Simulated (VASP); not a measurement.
# Cr (Im-3m) in VASP: further runs

The runs below take Cr through single point, with r2SCAN.

Program: VASP 6.6.1. These are calculated values, not measurements. Logs are shortened: lines on timing, memory, paths and dates and some standing lists are left out, and cuts for length are marked.

### Step 1. The cell of the first run

Symmetry: Im-3m, No. 229, cubic system. Conventional cell: a = 2.882 Å, b = 2.882 Å, c = 2.882 Å, α = 90.00°, β = 90.00°, γ = 90.00°. Within 3.3 Å of Cr (site symmetry m-3m) lie 14 Cr at 2.50 to 2.88 Å.

### Step 2. Single point, r2SCAN, collinear spin, antiferromagnetic start (volume scaled by 0.92)

Input file POSCAR:

```
Cr
1.0
    2.8823963137      0.0000000000      0.0000000000
    0.0000000000      2.8823963137      0.0000000000
    0.0000000000      0.0000000000      2.8823963137
Cr
2
Direct
    0.0000000000      0.0000000000      0.0000000000
    0.5000000000      0.5000000000      0.5000000000
```

Input file INCAR.step1:

```
PREC     = Accurate       # precision mode
ENCUT    = 520            # plane-wave cutoff, eV
ISMEAR   = -1             # smearing method
SIGMA    = 0.05           # smearing width, eV
LREAL    = False          # projectors in reciprocal space
LASPH    = True           # aspherical terms in the spheres
NELM     = 150            # most SCF steps
ISPIN    = 2              # spin polarisation
MAGMOM   = 2.525 -2.525   # initial moments
LMAXMIX  = 4              # l up to which the mixer works
NBANDS   = 23             # bands
GGA      = PE             # functional
ALGO     = Normal         # electronic algorithm
EDIFF    = 1E-4           # SCF threshold, eV
LWAVE    = True           # write WAVECAR
LCHARG   = False          # write CHGCAR
```

Input file INCAR.step2:

```
PREC     = Accurate       # precision mode
ENCUT    = 520            # plane-wave cutoff, eV
EDIFF    = 1E-6           # SCF threshold, eV
ISMEAR   = -1             # smearing method
SIGMA    = 0.05           # smearing width, eV
LREAL    = False          # projectors in reciprocal space
LASPH    = True           # aspherical terms in the spheres
NELM     = 150            # most SCF steps
ALGO     = Normal         # electronic algorithm
ISIF     = 2              # what is computed and relaxed
LWAVE    = False          # write WAVECAR
LCHARG   = False          # write CHGCAR
ISPIN    = 2              # spin polarisation
MAGMOM   = 2.525 -2.525   # initial moments
LORBIT   = 11             # projections on sites
LMAXMIX  = 4              # l up to which the mixer works
METAGGA  = R2SCAN         # meta-GGA
LMIXTAU  = True         
NBANDS   = 23             # bands
ISTART   = 1
```

Input file KPOINTS:

```
Automatic mesh
0
Gamma
  17 17 17
```

Potentials or basis: VASP PAW PBE potentials, release 64 (Cr_pv).

Started as:

```sh
cat potpaw_PBE.64/Cr_pv/POTCAR > POTCAR
cp INCAR.step1 INCAR
mpirun -np 1 vasp_std > vasp.out
cp INCAR.step2 INCAR
mpirun -np 1 vasp_std > vasp.out
```

OUTCAR:

```text
PREC = Accurate
   ENCUT = 520
   EDIFF = 1E-6
   ISMEAR = -1
   LREAL = False
   LASPH = True
   NELM = 150
   ISIF = 2
   ISPIN = 2
   LORBIT = 11
   METAGGA = R2SCAN
   ISTART = 1

 ion  position               nearest neighbor table
   1  0.000  0.000  0.000-   2 2.50   2 2.50   2 2.50   2 2.50   2 2.50   2 2.50   2 2.50   2 2.50

   2  0.500  0.500  0.500-   1 2.50   1 2.50   1 2.50   1 2.50   1 2.50   1 2.50   1 2.50   1 2.50

  LATTYP: Found a simple cubic cell.
 ALAT       =     2.8823963137

  Lattice vectors:

 A1 = (   2.8823963137,   0.0000000000,   0.0000000000)
 A2 = (   0.0000000000,   2.8823963137,   0.0000000000)
 A3 = (   0.0000000000,   0.0000000000,   2.8823963137)

Analysis of symmetry for initial positions (statically):
=====================================================================
 Subroutine PRICEL returns following result:

  LATTYP: Found a body centered cubic cell.
 ALAT       =     2.8823963137
[... 12 lines left out ...]
 Subroutine GETGRP returns: Found 48 space group operations
 (whereof 48 operations were pure point group operations)
 out of a pool of 48 trial point group operations.

The static configuration has the point symmetry O_h .

Analysis of symmetry for dynamics (positions and initial velocities):
=====================================================================
 Subroutine PRICEL returns following result:

  LATTYP: Found a body centered cubic cell.
 ALAT       =     2.8823963137
[... 12 lines left out ...]
 Subroutine GETGRP returns: Found 48 space group operations
 (whereof 48 operations were pure point group operations)
 out of a pool of 48 trial point group operations.

The dynamic configuration has the point symmetry O_h .

Analysis of structural, dynamic, and magnetic symmetry:
=====================================================================
 Subroutine PRICEL returns following result:

  LATTYP: Found a body centered cubic cell.
 ALAT       =     2.8823963137
[... 12 lines left out ...]
 Subroutine GETGRP returns: Found 48 space group operations
 (whereof 48 operations were pure point group operations)
 out of a pool of 48 trial point group operations.

The overall configuration has the point symmetry O_h .

 Subroutine INISYM returns: Found 48 space group operations
 (whereof 48 operations are pure point group operations),
 and found     2 'primitive' translations

----------------------------------------------------------------------------------------

                                     Primitive cell
[... 105 lines left out ...]
   EFERMI_NEDOS =   21; number of points for ismear=-14 and -15
   IALGO  =     38    algorithm
   IMIX   =      4    mixing-type and parameters
     AMIX     =   0.40;   BMIX     =  1.00
     AMIX_MAG =   1.60;   BMIX_MAG =  1.00
  volume/ion in A,a.u.               =      11.97        80.80
  Fermi-wavevector in a.u.,A,eV,Ry     =   1.638293  3.095925 36.518087  2.684004
  Thomas-Fermi vector in A             =   2.729290
   LORBIT       =     11    0 simple, 1 ext, 2 COOP (PROOUT), +10 PAW based schemes
   METAGGA = R2SCAN    functional components
   LHFCALC =     F    Hartree Fock is set to
   AEXX    =    0.0000 exact exchange contribution
   IVDW    =     0    specifies the selected vdW correction
   LEPSILON=     F    determine dielectric tensor
   LRPA    =     F    only Hartree local field effects (RPA)
 spin polarized calculation
  energy-cutoff  :      520.00
  volume of cell :       23.95
 maximum number of plane-waves:       661
 NGX is ok and might be reduce to    24

 number of electron      23.9999980 magnetization      -0.0000000

 number of electron      23.9999980 magnetization       0.0000000

 Free energy of the ion-electron system (eV)
  ---------------------------------------------------
  ext. energy  EPLUGINS =         0.00000000
  ---------------------------------------------------
  free energy    TOTEN  =       -30.07872127 eV

  energy without entropy =      -30.07557482  energy(sigma->0) =      -30.07714804

 E-fermi :  10.6989     XC(G=0): -14.6391

 val. band max:       10.6976830611   @ k =   0.4706   0.4706   0.1176
 cond. band min:      10.7688235212   @ k =   0.4706   0.1176   0.0588
 fundamental gap:      0.0711404601
 Fermi energy:        10.6989336385

 spin component 1

 k-point     1 :       0.0000    0.0000    0.0000
  band No.  band energies     occupation
      1     -35.2224      1.00000
      2     -35.2224      1.00000
      3     -35.2224      1.00000
      4     -32.2485      1.00000
      5     -32.2485      1.00000
      6     -32.2485      1.00000
[... 613 lines left out ...]
     22      26.7048      0.00000
     23      28.8238      0.00000

 [... further k-points ...]

 spin component 2

 k-point     1 :       0.0000    0.0000    0.0000
  band No.  band energies     occupation
      1     -35.2224      1.00000
      2     -35.2224      1.00000
      3     -35.2224      1.00000
      4     -32.2485      1.00000
      5     -32.2485      1.00000
      6     -32.2485      1.00000
[... 613 lines left out ...]
     22      26.7048      0.00000
     23      28.8238      0.00000

 [... further k-points ...]
[... 5 lines left out ...]
  --------------------------------------------------------------------------------------
  -------------------------------------------------------------------------------------
  Total        1.6174579      1.6174579      1.6174579      0.0000000      0.0000000     -0.0000000
  in kB      108.2137597    108.2137597    108.2137597      0.0000000      0.0000000     -0.0000000
  external PRESSURE =     108.2137597 kB  Pullay stress =       0.0000000 kB

 VOLUME and BASIS-vectors are now :
 -----------------------------------------------------------------------------
  energy-cutoff  :      520.00
  volume of cell :       23.95
      direct lattice vectors                 reciprocal lattice vectors
     2.882396314  0.000000000  0.000000000     0.346933555  0.000000000  0.000000000
     0.000000000  2.882396314  0.000000000     0.000000000  0.346933555  0.000000000
     0.000000000  0.000000000  2.882396314     0.000000000  0.000000000  0.346933555

 POSITION                                       TOTAL-FORCE (eV/Angst)
 -----------------------------------------------------------------------------------
      0.00000      0.00000      0.00000         0.000000      0.000000      0.000000
      1.44120      1.44120      1.44120        -0.000000     -0.000000     -0.000000
 -----------------------------------------------------------------------------------
    total drift:                                0.000000      0.000000     -0.000000

  FREE ENERGIE OF THE ION-ELECTRON SYSTEM (eV)
  ---------------------------------------------------
  free  energy   TOTEN  =       -30.0787212663 eV

  energy  without entropy=      -30.0755748190  energy(sigma->0) =      -30.07714804

 total charge

# of ion       s       p       d       tot
------------------------------------------
    1        0.685   6.401   4.140  11.226
    2        0.685   6.401   4.140  11.226
--------------------------------------------------
tot          1.369  12.802   8.280  22.451

 magnetization (x)

# of ion       s       p       d       tot
------------------------------------------
    1        0.078   0.038   2.201   2.316
    2       -0.078  -0.038  -2.201  -2.316
--------------------------------------------------
tot          0.000   0.000   0.000   0.000
```

OUTCAR.step1:

```text
PREC = Accurate
   ENCUT = 520
   ISMEAR = -1
   LREAL = False
   LASPH = True
[... 1521 lines left out ...]
      0.00000      0.00000      0.00000         0.000000      0.000000      0.000000
      1.44120      1.44120      1.44120        -0.000000     -0.000000     -0.000000
 -----------------------------------------------------------------------------------
    total drift:                                0.000000      0.000000     -0.000000

  FREE ENERGIE OF THE ION-ELECTRON SYSTEM (eV)
  ---------------------------------------------------
  free  energy   TOTEN  =       -19.0605891022 eV

  energy  without entropy=      -19.0554676934  energy(sigma->0) =      -19.05802840
```

OSZICAR.step1:

```text
N       E                     dE             d eps       ncg     rms          rms(c)
DAV:   1     0.244195748103E+03    0.24420E+03   -0.13227E+04 15219   0.128E+03
DAV:   2    -0.135513155319E+02   -0.25775E+03   -0.24810E+03 15432   0.380E+02
DAV:   3    -0.215662415444E+02   -0.80149E+01   -0.79639E+01 18680   0.793E+01
DAV:   4    -0.216379138563E+02   -0.71672E-01   -0.71598E-01 17271   0.747E+00
DAV:   5    -0.216388769391E+02   -0.96308E-03   -0.96217E-03 16617   0.822E-01    0.196E+01
DAV:   6    -0.189549650109E+02    0.26839E+01   -0.84699E+00 16216   0.351E+01    0.712E+00
DAV:   7    -0.190658396669E+02   -0.11087E+00   -0.46422E-01 16461   0.641E+00    0.417E+00
DAV:   8    -0.190697830809E+02   -0.39434E-02   -0.14362E-02 17742   0.136E+00    0.978E-01
DAV:   9    -0.190600399506E+02    0.97431E-02   -0.59565E-03 17154   0.748E-01    0.371E-01
DAV:  10    -0.190605630546E+02   -0.52310E-03   -0.12306E-03 17742   0.354E-01    0.764E-02
DAV:  11    -0.190605891022E+02   -0.26048E-04   -0.64582E-05  8850   0.660E-02
   1 F= -.19060589E+02 E0= -.19058028E+02  d E =-.512141E-02  mag=     0.0000
```

Run time: 4.9 min. Hardware: 1 thread of Intel Xeon 6975P-C, shared host; peak memory 0.25 GiB.

What came out:

- Free energy: -30.0787 eV
- Pressure: 10.8 GPa
- Band gap on the k mesh: zero (filled and empty bands overlap)
- Net moment: 0.00 μB per cell
- Site moments: Cr +2.32, -2.32 μB
- Valence electrons inside the program's atomic spheres: Cr 11.23

Levels at points of the mesh, in eV from the Fermi level:
Spin up:
```
           k point  band 9  band 10  band 11  band 12  band 13  band 14  band 15  band 16
(0.00, 0.00, 0.00)   -4.40    -1.38    -1.38    -1.38     1.28     1.67     1.67     3.21
```
Spin down:
```tsv
k point	band 9	band 10	band 11	band 12	band 13	band 14	band 15	band 16
(0.00, 0.00, 0.00)	-4.40	-1.38	-1.38	-1.38	1.28	1.67	1.67	3.21
```

Caveat: the PAW data sets were made with another functional, which shifts forces and pressure a little.

### Step 3. Single point, r2SCAN

This run uses another cell than the first one: it holds 1 atom, not 2.

Input file POSCAR:

```
Cr
1.0
   -1.4149597598      1.4149597598      1.4149597598
    1.4149597598     -1.4149597598      1.4149597598
    1.4149597598      1.4149597598     -1.4149597598
Cr
1
Direct
    0.0000000000      0.0000000000      0.0000000000
```

Input file INCAR.step1:

```
SYSTEM = Cr
  ALGO = Normal
  EDIFF = 1E-5
  ENCUT = 550
  GGA = PE
  GGA_COMPAT = .False.
  ISMEAR = -1
  LASPH = .True.
  LCHARG = .False.
  LREAL = .False.
  LWAVE = .True.
  NBANDS = 12
  NELM = 120
  PREC = Accurate
  SIGMA = 0.1
```

Input file INCAR.step2:

```
SYSTEM = Cr
  ALGO = Normal
  EDIFF = 1E-6
  ENCUT = 550
  GGA_COMPAT = .False.
  ISIF = 2
  ISMEAR = -1
  ISTART = 1
  LASPH = .True.
  LCHARG = .False.
  LMIXTAU = .True.
  LREAL = .False.
  LWAVE = .False.
  METAGGA = R2SCAN
  NBANDS = 12
  NELM = 120
  PREC = Accurate
  SIGMA = 0.1
```

Input file KPOINTS:

```
k-points
0
Gamma
  8 8 8
  0 0 0
```

Potentials or basis: VASP PAW PBE potentials, release 64 (Cr_pv).

Started as:

```sh
cat potpaw_PBE.64/Cr_pv/POTCAR > POTCAR
cp INCAR.step1 INCAR
mpirun -np 1 vasp_std > vasp.out
cp INCAR.step2 INCAR
mpirun -np 1 vasp_std > vasp.out
```

Wall time 50 s (1 thread of AMD EPYC 7R13, shared host); peak memory 0.1 GiB.

The run converged. Its results:

* Free energy: -14.8156 eV
* Pressure: 1.1 GPa
* Band gap on the k mesh: zero (band 6 reaches 13.73 eV, above the bottom of band 7 at 10.18 eV)

Levels at points of the mesh, in eV from the Fermi level:
| k point | band 4 | band 5 | band 6 | band 7 | band 8 | band 9 |
| --- | --- | --- | --- | --- | --- | --- |
| (0.00, 0.00, 0.00) | -8.35 | -0.86 | -0.86 | -0.86 | 1.57 | 1.57 |
| (0.50, 0.00, 0.00) | -4.62 | -2.53 | 1.14 | 1.49 | 1.93 | 3.10 |
| (0.50, 0.50, 0.50) | -4.39 | -4.39 | 2.68 | 2.68 | 2.68 | 3.26 |

Caveat: the k points lie up to 0.39 Å⁻¹ apart; the PAW data sets were made with another functional, which shifts forces and pressure a little; the run has no spin polarisation, though such a crystal can be magnetic. Spin polarisation is off, so any magnetic state and its effect on volume and gap are missing.

### Step 4. Single point, r2SCAN

This run uses another cell than the first one: it holds 1 atom, not 2.

Input file POSCAR:

```
Cr
1.0
   -1.4149597590      1.4149597590      1.4149597590
    1.4149597590     -1.4149597590      1.4149597590
    1.4149597590      1.4149597590     -1.4149597590
Cr
1
Direct
    0.0000000000      0.0000000000      0.0000000000
```

Input file INCAR.step1:

```
ALGO = Normal ; EDIFF = 1E-5
ENCUT = 550 ; GGA = PE
GGA_COMPAT = False ; ISMEAR = -1
LASPH = True ; LCHARG = False
LREAL = False ; LWAVE = True
NBANDS = 12 ; NELM = 120
PREC = Accurate ; SIGMA = 0.6
```

Input file INCAR.step2:

```
ALGO = Normal ; EDIFF = 1E-6
ENCUT = 550 ; GGA_COMPAT = False
ISIF = 2 ; ISMEAR = -1
ISTART = 1 ; LASPH = True
LCHARG = False ; LMIXTAU = True
LREAL = False ; LWAVE = False
METAGGA = R2SCAN ; NBANDS = 12
NELM = 120 ; PREC = Accurate
SIGMA = 0.6
```

Input file KPOINTS:

```
k-points
0
Gamma
  15 15 15
```

Started as:

```sh
cat potpaw_PBE.64/Cr_pv/POTCAR > POTCAR
cp INCAR.step1 INCAR
mpirun -np 1 vasp_std > vasp.out
cp INCAR.step2 INCAR
mpirun -np 1 vasp_std > vasp.out
```

Wall time 27 s (1 thread of Intel Xeon 6975P-C (Granite Rapids), shared host); peak memory 0.13 GiB.

The run converged. Its results:

```yaml
Free_energy: -15.3864 eV
Pressure: 13.0 GPa
Band_gap_on_the_k_mesh: zero (band 6 reaches 13.86 eV, above the bottom of band 7 at 10.42 eV)
```

Levels at points of the mesh, in eV from the Fermi level:
| k point | band 2 | band 3 | band 4 | band 5 | band 6 | band 7 | band 8 | band 9 | band 10 | band 11 |
| --- | --- | --- | --- | --- | --- | --- | --- | --- | --- | --- |
| (0.00, 0.00, 0.00) | -44.05 | -44.05 | -8.46 | -0.77 | -0.77 | -0.77 | 1.60 | 1.60 | 3.54 | 23.24 |

Caveat: the PAW data sets were made with another functional, which shifts forces and pressure a little; the run has no spin polarisation, though such a crystal can be magnetic. Spin polarisation is off, so any magnetic state and its effect on volume and gap are missing.

### Step 5. Single point, r2SCAN

This run uses another cell than the first one: it holds 1 atom, not 2.

POSCAR is that of step 4.

Input file INCAR.step1:

```
SYSTEM = Cr
PREC     = Accurate       ! precision mode
ENCUT    = 550            ! plane-wave cutoff, eV
ISMEAR   = -1             ! smearing method
SIGMA    = 1.0            ! smearing width, eV
LREAL    = .False.        ! projectors in reciprocal space
LASPH    = .True.         ! aspherical terms in the spheres
NELM     = 120            ! most SCF steps
NBANDS   = 12             ! bands
GGA      = PE             ! functional
ALGO     = Normal         ! electronic algorithm
EDIFF    = 1E-5           ! SCF threshold, eV
LWAVE    = .True.         ! write WAVECAR
LCHARG   = .False.        ! write CHGCAR
GGA_COMPAT= .False.
```

Input file INCAR.step2:

```
SYSTEM = Cr
PREC     = Accurate       ! precision mode
ENCUT    = 550            ! plane-wave cutoff, eV
EDIFF    = 1E-6           ! SCF threshold, eV
ISMEAR   = -1             ! smearing method
SIGMA    = 1.0            ! smearing width, eV
LREAL    = .False.        ! projectors in reciprocal space
LASPH    = .True.         ! aspherical terms in the spheres
NELM     = 120            ! most SCF steps
ALGO     = Normal         ! electronic algorithm
ISIF     = 2              ! what is computed and relaxed
LWAVE    = .False.        ! write WAVECAR
LCHARG   = .False.        ! write CHGCAR
METAGGA  = R2SCAN         ! meta-GGA
LMIXTAU  = .True.       
NBANDS   = 12             ! bands
ISTART   = 1            
GGA_COMPAT= .False.
```

Input file KPOINTS:

```
regular mesh
0
Gamma
  15 15 15
  0 0 0
```

Started as:

```sh
cat potpaw_PBE.64/Cr_pv/POTCAR > POTCAR
cp INCAR.step1 INCAR
mpirun -np 1 vasp_std > vasp.out
cp INCAR.step2 INCAR
mpirun -np 1 vasp_std > vasp.out
```

Wall time 31 s (1 thread of Intel Xeon 6975P-C (Granite Rapids), shared host); peak memory 0.13 GiB.

It converged, with:

| Item | Value |
| --- | --- |
| Free energy | -16.6902 eV |
| Pressure | 35.2 GPa |
| Band gap on the k mesh | zero (band 6 reaches 14.22 eV, above the bottom of band 7 at 10.73 eV) |

Levels at points of the mesh, in eV from the Fermi level:
| k point | band 3 | band 4 | band 5 | band 6 | band 7 | band 8 | band 9 | band 10 |
| --- | --- | --- | --- | --- | --- | --- | --- | --- |
| (0.00, 0.00, 0.00) | -43.87 | -8.65 | -0.65 | -0.65 | -0.65 | 1.68 | 1.68 | 4.13 |

Caveat: the PAW data sets were made with another functional, which shifts forces and pressure a little; the run has no spin polarisation, though such a crystal can be magnetic. Spin polarisation is off, so any magnetic state and its effect on volume and gap are missing.

### Step 6. The runs side by side

| spin | cell | k mesh | cutoff (eV) | smearing | gap on the mesh (eV) | pressure (GPa) |
| --- | --- | --- | --- | --- | --- | --- |
| collinear, antiferromagnetic start | a = 2.882 Å, 2 atoms | 17 × 17 × 17 | 520 | fermi-dirac 0.05 eV | none | 10.8 |
| off | a = 2.451 Å, angles 109.5°, 1 atom | 8 × 8 × 8 | 550 | fermi-dirac 0.1 eV | none | 1.1 |
| off | a = 2.451 Å, angles 109.5°, 1 atom | 15 × 15 × 15 | 550 | fermi-dirac 0.6 eV | none | 13.0 |
| off | a = 2.451 Å, angles 109.5°, 1 atom | 15 × 15 × 15 | 550 | fermi-dirac 1 eV | none | 35.2 |

Alike in all rows: task single point; level r2SCAN; potentials or basis VASP PAW PBE potentials, release 64 (Cr_pv).

Caveats: some runs use coarse meshes; the PAW data sets were made with another functional, which shifts forces and pressure a little.

Total energies depend on the potentials used, so only differences within one code and one set of settings carry meaning.
